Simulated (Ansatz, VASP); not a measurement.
Two plane-wave programs on SiBBr

File INCAR:

```
SYSTEM = SiBBr
ALGO = Normal ; EDIFF = 1E-7
EDIFFG = -0.04 ; ENCUT = 600
GGA = PE ; IBRION = 2
ISIF = 3 ; ISMEAR = 0
LASPH = .True. ; LCHARG = .False.
LREAL = .False. ; LWAVE = .False.
NELM = 100 ; NSW = 90
PREC = Accurate ; SIGMA = 0.1
```

The input KPOINTS:

```
k-points
0
Gamma
  6 6 4
  0 0 0
```

The input POSCAR:

```
SiBBr
1.0
    4.2175167400      0.0000000000      0.0000000000
   -2.1087583700      3.6524766400      0.0000000000
    0.0000000000      0.0000000000      7.1784429900
Si B Br
2 2 2
Direct
    0.0000000000      0.0000000000      0.2606871700
    0.0000000000      0.0000000000      0.7606871700
    0.6666666700      0.3333333300      0.9848936800
    0.3333333300      0.6666666700      0.4848936800
    0.3333333300      0.6666666700      0.0468191200
    0.6666666700      0.3333333300      0.5468191200
```

Input for Ansatz:

```yaml
crystal:
  lattice:
    - [4.21751674, 0.0, 0.0]
    - [-2.10875837, 3.65247664, 0.0]
    - [0.0, 0.0, 7.17844299]
  atoms:
    - { symbol: Si, position: [0.0, 0.0, 0.26068717] }
    - { symbol: Si, position: [0.0, 0.0, 0.76068717] }
    - { symbol: B, position: [0.66666667, 0.33333333, 0.98489368] }
    - { symbol: B, position: [0.33333333, 0.66666667, 0.48489368] }
    - { symbol: Br, position: [0.33333333, 0.66666667, 0.04681912] }
    - { symbol: Br, position: [0.66666667, 0.33333333, 0.54681912] }
basis:
  ecutwfc: 420
kpoints:
  mp_grid: { grid: [6, 6, 4] }
hamiltonian:
  xc: pbe
scf:
  occupations: { method: gaussian, width: 0.1 }
  lower_state_search: "off"
output:
  forces: true
  stress: true
  eigenvalues: true
relax:
  adjacent_minimum: "off"
  f_tol: 0.04
  max_steps: 70
  cell: { stress_tol: 0.4 }
```

Change from the starting cell: species swapped into the DyCuGe type (P6_3mc, No. 186).

Alike in both runs: task relaxation of cell and atoms; functional PBE; k mesh 6 × 6 × 4; occupations gaussian, width 0.1 eV; no spin polarisation.

|  | VASP | Ansatz |
| --- | --- | --- |
| version | VASP 6.6.1 | Ansatz 0.2.0 |
| potentials or method | VASP PAW PBE potentials, release 64 (Si, B, Br), cutoff 600 eV | scalar-relativistic, plane waves, PAW |
| valence electrons in the cell | 28 | 28 |

```csv
,VASP,Ansatz,Ansatz less VASP
"gap on the k mesh at the Fermi level, each at its own relaxed structure (eV)",none,none,-
relaxed volume (Å³/atom),17.95,18.01,+0.069
relaxed cell length with the largest relative difference (Å),10.016,10.071,+0.0550
```

A gap of «none» marks a metal or a gap that the smearing closes.
